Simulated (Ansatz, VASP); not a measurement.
# BeSe5: VASP beside Ansatz

```
CELL_PARAMETERS angstrom
3.01468 1.74053 5.67727
-3.01468 1.74053 5.67727
0.00000 -3.48105 5.67727
ATOMIC_POSITIONS crystal
Be 0.50000 0.50000 0.50000
Se 0.66591 0.33409 0.00000
Se 0.16713 0.16713 0.16713
Se 0.00000 0.66591 0.33409
Se 0.33409 0.00000 0.66591
Se 0.83287 0.83287 0.83287
```

Change from the starting cell: species swapped into the Mg5Sn type (R32, No. 155).

Alike in both runs: task single point; functional PBE; k mesh 3 × 3 × 3; occupations gaussian, width 0.1 eV; no spin polarisation.

|  | VASP | Ansatz |
| --- | --- | --- |
| version | VASP 6.6.1 | Ansatz 0.2.0 |
| potentials or method | VASP PAW PBE potentials, release 64 (Be, Se), cutoff 520 eV | scalar-relativistic, plane waves, PAW |
| valence electrons in the cell | 32 | 82 |

```tsv
	VASP	Ansatz	Ansatz less VASP
gap on the k mesh at the Fermi level (eV)	none	none	-
pressure (GPa)	-11.2	-11.2	0.00
traceless stress, the component that is largest in VASP (GPa)	-1.62	-1.62	+0.001
rms of the force components (eV/Å)	0.097	0.097	0.0000
```

Atom by atom the forces differ by 0.000 eV/Å (rms over components). A gap of «none» marks a metal or a gap that the smearing closes. With one functional, cell and mesh, what is left measures potentials, basis and numerics. VASP's potentials hold 32 valence electrons a cell and Ansatz's 82, so a difference there can come from the potentials and not from the codes.

The k mesh is coarse, so the values compare programs but aren't converged.
